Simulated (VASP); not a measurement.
Write the native input for VASP 6.6.1 that does the following.

- Task: single point
- Functional: PBEsol
- Potentials or basis: VASP PAW PBE potentials, release 64 (Si, C)
- Cutoff: 520 eV
- k mesh: 10 × 10 × 10
- Occupations: gaussian, width 0.05 eV
- Spin: no spin polarisation
- Dipole correction: no
- Further INCAR settings: ALGO = Normal; EDIFF = 1e-06; NBANDS = 11

The structure of SiC lies in POSCAR:

```
SiC
1.0
    0.0000000000      2.1783945700      2.1783945700
    2.1783945700      0.0000000000      2.1783945700
    2.1783945700      2.1783945700      0.0000000000
Si C
1 1
Direct
   -0.0047117196      0.0047117196      0.0047117196
    0.7610172878      0.7389827122      0.7389827122
```

This cell differs from its parent crystal: mode 4 frozen in at -0.048 Å and mode 5 at +0.000 Å (largest displacements).

One way to write it, as run:

INCAR

```
SYSTEM = SiC
PREC     = Accurate       ! precision mode
ENCUT    = 520            ! plane-wave cutoff, eV
EDIFF    = 1E-6           ! SCF threshold, eV
ISMEAR   = 0              ! smearing method
SIGMA    = 0.05           ! smearing width, eV
LREAL    = .False.        ! projectors in reciprocal space
LASPH    = .True.         ! aspherical terms in the spheres
NELM     = 80             ! most SCF steps
ALGO     = Normal         ! electronic algorithm
ISIF     = 2              ! what is computed and relaxed
LWAVE    = .False.        ! write WAVECAR
LCHARG   = .False.        ! write CHGCAR
GGA      = PS             ! functional
NBANDS   = 11             ! bands
```

KPOINTS

```
regular mesh
0
Gamma
  10 10 10
  0 0 0
```

Potentials or basis: VASP PAW PBE potentials, release 64 (Si, C).

The run is started by

```console
$ cat potpaw_PBE.64/Si/POTCAR potpaw_PBE.64/C/POTCAR > POTCAR
$ mpirun -np 1 vasp_std > vasp.out
```

It gave:

```
Pressure               : 0.9 GPa
Largest force          : 1.308 eV/Å
Band gap on the k mesh : 0.91 eV, indirect (least direct gap 4.28 eV)
```

Caveat: the cell differs from its parent crystal (mode 4 frozen in at -0.048 Å and mode 5 at +0.000 Å (largest displacements)); the PAW data sets were made with another functional, which shifts forces and pressure a little.

It took 9.6 s on 1 thread of Intel(R) Xeon(R) 6975P-C (Granite Rapids) (shared host), peak memory 0.15 GiB.
